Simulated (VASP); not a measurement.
A run of VASP 6.6.1:

Contents of INCAR:

```
SYSTEM = Mo
PREC = Accurate
ENCUT = 500
EDIFF = 1E-6
ISMEAR = 0
SIGMA = 0.1
LREAL = .FALSE.
LASPH = .TRUE.
NELM = 120
ALGO = Normal
ISIF = 2
LWAVE = .FALSE.
LCHARG = .FALSE.
GGA = PE
IVDW = 12
NBANDS = 21
GGA_COMPAT = .FALSE.
```

Contents of KPOINTS:

```
regular mesh
0
G
  8 8 8
  0 0 0
```

POSCAR

```
Mo
1.0
    0.0000000000      2.7969193448      2.7969193448
    2.7969193448      0.0000000000      2.7969193448
    2.7969193448      2.7969193448      0.0000000000
Mo
2
Direct
    1.0000000000      1.0000000000      1.0000000000
    0.2500000000      0.2500000000      0.2500000000
```

Potentials or basis: VASP PAW PBE potentials, release 64 (Mo_sv).

Run with:

```bash
$ cat potpaw_PBE.64/Mo_sv/POTCAR > POTCAR
$ mpirun -np 1 vasp_std > vasp.out
```

Hardware: 1 thread of Intel(R) Xeon(R) 6975P-C (Granite Rapids) (shared host).

How long does it take, and how much memory?

It took 13 s on 1 thread of Intel(R) Xeon(R) 6975P-C (Granite Rapids), with other jobs on the host, peak memory 0.18 GiB. Counts: scf iterations 11, k points 29.
